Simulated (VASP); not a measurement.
Runs of VASP 6.6.1 on Os. The structure is that of space group Fm-3m (No. 225), or close to it. The cells are those of the table. 

```csv
cell,gap on the mesh (eV),pressure (GPa)
"a = 2.751, b = 2.856, c = 2.856 Å, angles 57.6, 61.2, 61.2°, 1 atom",none,-36.1
"a = 2.751, b = 2.785, c = 2.785 Å, angles 59.2, 60.4, 60.4°, 1 atom",none,-24.2
"a = 2.751, b = 2.820, c = 2.820 Å, angles 58.4, 60.8, 60.8°, 1 atom",none,(a)
"a = 2.751, b = 2.716, c = 2.716 Å, angles 60.8, 59.6, 59.6°, 1 atom",none,(b)
"a = 2.751, b = 2.874, c = 2.874 Å, angles 57.2, 61.4, 61.4°, 1 atom",none,-38.4
```

Alike in all rows: task single point; level r2SCAN; potentials or basis VASP PAW PBE potentials, release 64 (Os); no spin polarisation; k mesh 20 × 20 × 20; cutoff (eV) 520; smearing gaussian 0.15 eV.

**Question.** Fill in the values left out.

**Answer.** (a) -30.8; (b) -6.9.

Caveats: the PAW data sets were made with another functional, which shifts forces and pressure a little; spin-orbit coupling is left out, which moves the levels of the heavy elements; the stress differs along the axes, from -49 to -29 GPa (at least some runs); the stress differs along the axes, from -29 to -22 GPa (at least some runs); the stress differs along the axes, from -40 to -26 GPa (at least some runs); the stress differs along the axes, from -10 to -1 GPa (at least some runs); the stress differs along the axes, from -53 to -31 GPa (at least some runs).

A k mesh can miss the band edges, and the runs leave out spin-orbit coupling on Os.

A gap of «none» marks levels without a gap at the run's occupations.
